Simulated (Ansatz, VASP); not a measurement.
AgB2 in VASP and in Ansatz

```
CELL_PARAMETERS angstrom
2.98004 0.00000 0.00000
-1.49002 2.58079 0.00000
0.00000 0.00000 3.90746
ATOMIC_POSITIONS crystal
Ag 0.00000 0.00000 0.00000
B 0.33333 0.66667 0.50000
B 0.66667 0.33333 0.50000
```

Alike in both runs: functional LDA; k mesh 18 × 18 × 10; occupations gaussian, width 0.1 eV; no spin polarisation.

Ansatz relaxed the structure, and its values are those at the end. VASP's run is a single point on that final structure, the one shown.

```csv
,VASP,Ansatz
version,VASP 6.6.1,Ansatz 0.2.0
potentials or method,"VASP PAW LDA potentials, release 64 (Ag, B), cutoff 520 eV","scalar-relativistic, plane waves, PAW"
valence electrons in the cell,17,25
```

```csv
,VASP,Ansatz,Ansatz less VASP
gap on the k mesh at the Fermi level (eV),none,none,-
pressure (GPa),0.2,0.0,-0.18
```

LDA's correlation is that of Perdew and Zunger in VASP and of Perdew and Wang (1992) in Ansatz. A gap of «none» marks a metal or a gap that the smearing closes. VASP's potentials hold 17 valence electrons a cell and Ansatz's 25, so a difference there can come from the potentials and not from the codes.
